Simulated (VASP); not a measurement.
# SiS2 (Ibam) in VASP: vibrations by perturbation theory with PBE

Aim: the vibrations by perturbation theory of SiS2 with PBE.

Program: VASP 6.6.1. These are calculated values, not measurements. Logs are shortened: lines on timing, memory, paths and dates and some standing lists are left out, and cuts for length are marked.

## 1. The cell of the first run

Symmetry: Ibam, No. 72, orthorhombic system. The conventional cell has a = 6.372 Å, b = 11.131 Å, c = 5.592 Å, α = 90.00°, β = 90.00°, γ = 90.00°. Within 2.8 Å of Si (site symmetry 222) lie 4 S at 2.15 Å and 2 Si at 2.80 Å. S (site symmetry m) has 2 Si at 2.15 Å within 2.8 Å.

## 2. Vibrations by perturbation theory, PBE

Contents of INCAR:

```
SYSTEM = SiS2
ALGO = Normal
EDIFF = 1E-8
ENCUT = 500
GGA = PE
GGA_COMPAT = .False.
IBRION = 8
ISIF = 2
ISMEAR = 0
KPAR = 4
LASPH = .True.
LCHARG = .True.
LEPSILON = .True.
LREAL = .False.
LWAVE = .False.
NBANDS = 25
NELM = 120
NSW = 1
PREC = Accurate
SIGMA = 0.01
```

Contents of KPOINTS:

```
k-points
0
Gamma
  6 6 6
  0 0 0
```

Contents of POSCAR:

```
SiS2
1.0
   -3.1859678291      5.5655246349      2.7961395031
    3.1859678291     -5.5655246349      2.7961395031
    3.1859678291      5.5655246349     -2.7961395031
Si S
2 4
Direct
    0.7500000000      0.7500000000      0.0000000000
    0.2500000000      0.2500000000      0.0000000000
    0.8964248388      0.8186711875      0.7150960263
    0.1035751612      0.1813288125      0.2849039737
    0.3964248388      0.6813288125      0.0777536513
    0.6035751612      0.3186711875      0.9222463487
```

Potentials or basis: VASP PAW PBE potentials, release 64 (Si, S).

Command:

```bash
cat potpaw_PBE.64/Si/POTCAR potpaw_PBE.64/S/POTCAR > POTCAR
mpirun -np 4 vasp_std > vasp.out
```

OUTCAR:

```text
SYSTEM = SiS2
   EDIFF = 1E-8
   ENCUT = 500
   GGA = PE
   IBRION = 8
   ISIF = 2
   ISMEAR = 0
   LASPH = .True.
   LEPSILON = .True.
   LREAL = .False.
   NELM = 120
   NSW = 1
   PREC = Accurate

 ion  position               nearest neighbor table
   1  0.750  0.750  0.000-   3 2.15   4 2.15   5 2.15   6 2.15   2 2.80   2 2.80
   2  0.250  0.250  0.000-   3 2.15   4 2.15   5 2.15   6 2.15   1 2.80   1 2.80
   3  0.896  0.819  0.715-   1 2.15   2 2.15
   4  0.104  0.181  0.285-   1 2.15   2 2.15
   5  0.396  0.681  0.078-   1 2.15   2 2.15
   6  0.604  0.319  0.922-   1 2.15   2 2.15

  LATTYP: Found a body centered orthorhombic cell.
 ALAT       =     5.5922790062
 B/A-ratio  =     1.1394166227
 C/A-ratio  =     1.9904316751

  Lattice vectors:

 A1 = (   3.1859678291,   5.5655246349,  -2.7961395031)
 A2 = (  -3.1859678291,   5.5655246349,   2.7961395031)
 A3 = (   3.1859678291,  -5.5655246349,   2.7961395031)

[... 1016 lines left out ...]
  1Y    -0.000000  -15.684264    0.000000    0.000000   -4.536805    0.000000    3.351734    5.055267   -2.706424    3.351734    5.055267    2.706424   -3.351734    5.055267    2.706424   -3.351734    5.055267   -2.706424
  1Z     0.000000    0.000000  -22.980483    0.000000    0.000000    8.480720   -3.060292   -2.957684    3.624941    3.060292    2.957684    3.624941   -3.060292    2.957684    3.624941    3.060292   -2.957684    3.624941
  2X    -4.458845   -0.000000    0.000000  -15.623727   -0.000000    0.000000    5.020643    3.377448    2.730106    5.020643    3.377448   -2.730106    5.020643   -3.377448    2.730106    5.020643   -3.377448   -2.730106
  2Y     0.000000   -4.536805    0.000000   -0.000000  -15.684264    0.000000    3.351734    5.055267    2.706424    3.351734    5.055267   -2.706424   -3.351734    5.055267   -2.706424   -3.351734    5.055267    2.706424
  2Z     0.000000    0.000000    8.480720    0.000000    0.000000  -22.980483    3.060292    2.957684    3.624941   -3.060292   -2.957684    3.624941    3.060292   -2.957684    3.624941   -3.060292    2.957684    3.624941
  3X     5.020591    3.352013   -3.008287    5.020591    3.352013    3.008287  -10.058887   -8.357719    0.000000    0.753877    1.629452    0.000000   -0.293984    0.301275    0.000000   -0.442187   -0.277035    0.000000
  3Y     3.377517    5.054793   -2.906581    3.377517    5.054793    2.906581   -8.358870  -10.067123    0.000000    1.629990    0.720337    0.000000   -0.301081   -0.456464    0.000000    0.274926   -0.306336    0.000000
  3Z    -2.730733   -2.706606    3.625103    2.730733    2.706606    3.625103    0.000000    0.000000  -11.032116    0.000000    0.000000    0.062247    0.000000    0.000000    1.875879    0.000000    0.000000    1.843784
  4X     5.020591    3.352013    3.008287    5.020591    3.352013   -3.008287    0.753877    1.629452    0.000000  -10.058887   -8.357719    0.000000   -0.442187   -0.277035    0.000000   -0.293984    0.301275    0.000000
  4Y     3.377517    5.054793    2.906581    3.377517    5.054793   -2.906581    1.629990    0.720337    0.000000   -8.358870  -10.067123    0.000000    0.274926   -0.306336    0.000000   -0.301081   -0.456464    0.000000
  4Z     2.730733    2.706606    3.625103   -2.730733   -2.706606    3.625103    0.000000    0.000000    0.062247    0.000000    0.000000  -11.032116    0.000000    0.000000    1.843784    0.000000    0.000000    1.875879
  5X     5.020591   -3.352013   -3.008287    5.020591   -3.352013    3.008287   -0.293984   -0.301275    0.000000   -0.442187    0.277035    0.000000  -10.058887    8.357719    0.000000    0.753877   -1.629452    0.000000
  5Y    -3.377517    5.054793    2.906581   -3.377517    5.054793   -2.906581    0.301081   -0.456464    0.000000   -0.274926   -0.306336    0.000000    8.358870  -10.067123    0.000000   -1.629990    0.720337    0.000000
  5Z    -2.730733    2.706606    3.625103    2.730733   -2.706606    3.625103    0.000000    0.000000    1.875879    0.000000    0.000000    1.843784    0.000000    0.000000  -11.032116    0.000000    0.000000    0.062247
  6X     5.020591   -3.352013    3.008287    5.020591   -3.352013   -3.008287   -0.442187    0.277035    0.000000   -0.293984   -0.301275    0.000000    0.753877   -1.629452    0.000000  -10.058887    8.357719    0.000000
  6Y    -3.377517    5.054793   -2.906581   -3.377517    5.054793    2.906581   -0.274926   -0.306336    0.000000    0.301081   -0.456464    0.000000   -1.629990    0.720337    0.000000    8.358870  -10.067123    0.000000
  6Z     2.730733   -2.706606    3.625103   -2.730733    2.706606    3.625103    0.000000    0.000000    1.843784    0.000000    0.000000    1.875879    0.000000    0.000000    0.062247    0.000000    0.000000  -11.032116

 Eigenvectors and eigenvalues of the dynamical matrix
 ----------------------------------------------------

   1 f  =   18.163984 THz   114.127680 2PiTHz  605.885302 cm-1    75.120170 meV
             X         Y         Z           dx          dy          dz
      0.000000  0.000000  4.194209     0.000000    0.000000    0.612276
      0.000000  0.000000  1.398070     0.000000    0.000000   -0.612276
      2.030552  4.412624  2.796140     0.178456    0.175250    0.000000
      1.155416  1.152900  0.000000    -0.178456   -0.175250    0.000000
      1.155416 -1.152900  2.796140     0.178456   -0.175250   -0.000000
      2.030552  6.718425  0.000000    -0.178456    0.175250    0.000000
[... 145 lines left out ...]
  18 f/i=    0.001328 THz     0.008345 2PiTHz    0.044303 cm-1     0.005493 meV
             X         Y         Z           dx          dy          dz
      0.000000  0.000000  4.194209    -0.390277    0.000000   -0.000000
      0.000000  0.000000  1.398070    -0.390277    0.000000   -0.000000
      2.030552  4.412624  2.796140    -0.416943   -0.000120   -0.000000
      1.155416  1.152900  0.000000    -0.416943   -0.000120   -0.000000
      1.155416 -1.152900  2.796140    -0.416943    0.000120   -0.000000
      2.030552  6.718425  0.000000    -0.416943    0.000120   -0.000000

--------------------------------------------------------------------------------------------------------

 MACROSCOPIC STATIC DIELECTRIC TENSOR IONIC CONTRIBUTION
 ------------------------------------------------------
           0.117981     0.000000    -0.000000
          -0.000000     0.117962     0.000000
           0.000000     0.000000     2.280290
 ------------------------------------------------------

 ELASTIC MODULI CONTR FROM IONIC RELAXATION (kBar)
 Direction    XX          YY          ZZ          XY          YZ          ZX
 --------------------------------------------------------------------------------
 XX        -468.2599   -407.1008   -351.1760      0.0000      0.0000     -0.0000
 YY        -407.1008   -461.1326   -349.1180      0.0000      0.0000     -0.0000
 ZZ        -351.1760   -349.1180   -281.2704      0.0000      0.0000     -0.0000
 XY           0.0000      0.0000      0.0000   -451.1216     -0.0000     -0.0000
 YZ           0.0000      0.0000      0.0000     -0.0000   -471.2835      0.0000
 ZX          -0.0000     -0.0000     -0.0000     -0.0000     -0.0000   -476.2992
 --------------------------------------------------------------------------------

 PIEZOELECTRIC TENSOR IONIC CONTR  for field in x, y, z        (C/m^2)
          XX          YY          ZZ          XY          YZ          ZX
  --------------------------------------------------------------------------------
  x     0.00000     0.00000     0.00000     0.00000     0.00000    -0.00000
  y     0.00000     0.00000     0.00000    -0.00000    -0.00000    -0.00000
  z    -0.00000     0.00000    -0.00000     0.00000     0.00000    -0.00000
```

Run time: 25 min. Hardware: 4 MPI ranks of AMD EPYC 9R45 (Zen 5), shared host; peak memory 1.4 GiB.

What came out:

* Electronic dielectric tensor (diagonal): 2.51, 2.58, 3.97
* Born charges (mean of the diagonal): Si +2.17; S -1.08 e
* Highest phonon frequency at Γ, LO-TO splitting left out: 606 cm⁻¹

Phonon frequencies in cm⁻¹ (negative: imaginary):
| q point | frequencies |
| --- | --- |
| (0.000, 0.000, 0.000) | 0 0 0 27 114 172 174 175 177 343 353 413 414 416 449 568 569 606 |

Electronic dielectric tensor:
```
2.51 0.00 0.00
0.00 2.58 0.00
0.00 0.00 3.97
```

Born effective charge tensors (e):
atom 1, Si
```
1.12 0.00 0.00
0.00 1.13 0.00
0.00 0.00 4.26
```
atom 2, Si
```
1.12 0.00 0.00
0.00 1.13 0.00
0.00 0.00 4.26
```
atom 3, S
```
-0.56 -0.30  0.00
-0.33 -0.57  0.00
 0.00  0.00 -2.13
```
atom 4, S
```
-0.56 -0.30  0.00
-0.33 -0.57  0.00
 0.00  0.00 -2.13
```
atom 5, S
```
-0.56  0.30  0.00
 0.33 -0.57  0.00
 0.00  0.00 -2.13
```
atom 6, S
```
-0.56  0.30  0.00
 0.33 -0.57  0.00
 0.00  0.00 -2.13
```
